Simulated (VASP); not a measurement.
The system is WSe2.

```
W Se
1.0
     1.60521    0.92677    6.26564
    -1.60521    0.92677    6.26564
     0.00000   -1.85354    6.26564
W Se
1 2
Direct
  0.00000 0.00000 0.00000
  0.75030 0.75030 0.75030
  0.58100 0.58100 0.58100
```

- Program: VASP 6.6.1
- Task: relaxation of cell and atoms
- Functional: PBE
- Dispersion: D3(BJ)
- Potentials or basis: VASP PAW PBE potentials, release 64 (W_sv, Se)
- Cutoff: 600 eV
- k mesh: 9 × 9 × 9
- Occupations: gaussian, width 0.1 eV
- Spin: no spin polarisation

At the start: pressure 17.9 GPa; volume 18.64 Å³/atom.

Problem. How do energy, volume and symmetry change on relaxing?

Solution. Over 9 steps the energy falls by 114.5 meV/atom and the volume is 20.10 Å³/atom (+7.8 %); space group R3m (No. 160, to 0.1 Å) before and after.

Step by step:
| step | energy change (eV) | largest force (eV/Å) | pressure (GPa) | volume (Å³) |
| --- | --- | --- | --- | --- |
| 1 | 0.0000 | 2.9043 | 17.90 | 55.93 |
| 2 | 1.2727 | 3.5636 | -21.69 | 74.50 |
| 3 | -0.3378 | 0.2369 | -1.76 | 60.94 |
| 4 | -0.3423 | 0.0274 | -0.38 | 60.46 |
| 5 | -0.3425 | 0.0401 | -0.03 | 60.33 |
| 6 | -0.3424 | 0.0814 | 0.23 | 60.24 |
| 7 | -0.3429 | 0.0851 | 0.20 | 60.24 |
| 8 | -0.3431 | 0.1234 | 0.16 | 60.23 |
| 9 | -0.3434 | 0.0473 | -0.21 | 60.30 |

Final structure:
```xyz
3
Lattice="1.6445 0.9494 6.4366 -1.6445 0.9494 6.4366 0.0000 -1.8989 6.4366" Properties=species:S:1:pos:R:3 pbc="T T T"
W     0.0000    0.0000   19.2971
Se    0.0000    0.0000   14.5417
Se    0.0000    0.0000   11.1784
```

Caveat: the relaxation stopped at a loose force limit of 0.05 eV/Å, so its end isn't a converged minimum.
